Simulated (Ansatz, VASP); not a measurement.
One calculation of HfN, two programs

```xyz
2
Lattice="0.0000 2.2584 2.4548 2.2584 0.0000 2.4548 2.2584 2.2584 0.0000" Properties=species:S:1:pos:R:3 pbc="T T T"
Hf    0.0000    0.0000    0.0000
N     3.3877    3.3877    3.6822
```

Change from the starting cell: strain -0.080 along x and y, +0.000 along z, atoms carried along.

Alike in both runs: task single point; functional r2SCAN; k mesh 16 × 16 × 16; occupations gaussian, width 0.15 eV; no spin polarisation.

```csv
,VASP,Ansatz
version,VASP 6.6.1,Ansatz 0.2.0
potentials or method,"VASP PAW PBE potentials, release 64 (Hf_pv, N), cutoff 520 eV","scalar-relativistic, plane waves, PAW"
valence electrons in the cell,15,31
```

VASP gave:

| Property | Result |
| --- | --- |
| gap on the k mesh at the Fermi level (eV) | none |
| pressure (GPa) | 41.7 |
| traceless stress, the component that is largest in VASP (GPa) | -9.79 |

Which values does Ansatz return?

gap on the k mesh at the Fermi level (eV): none; pressure (GPa): 42.4; traceless stress, the component that is largest in VASP (GPa): -9.80.

VASP's potentials were made for PBE, not for r2SCAN. A gap of «none» marks a metal or a gap that the smearing closes. Both programs put the cell under a high pressure, so it lies far from rest at this level. VASP's potentials hold 15 valence electrons a cell and Ansatz's 31, so a difference there can come from the potentials and not from the codes.

Spin-orbit coupling is off throughout.
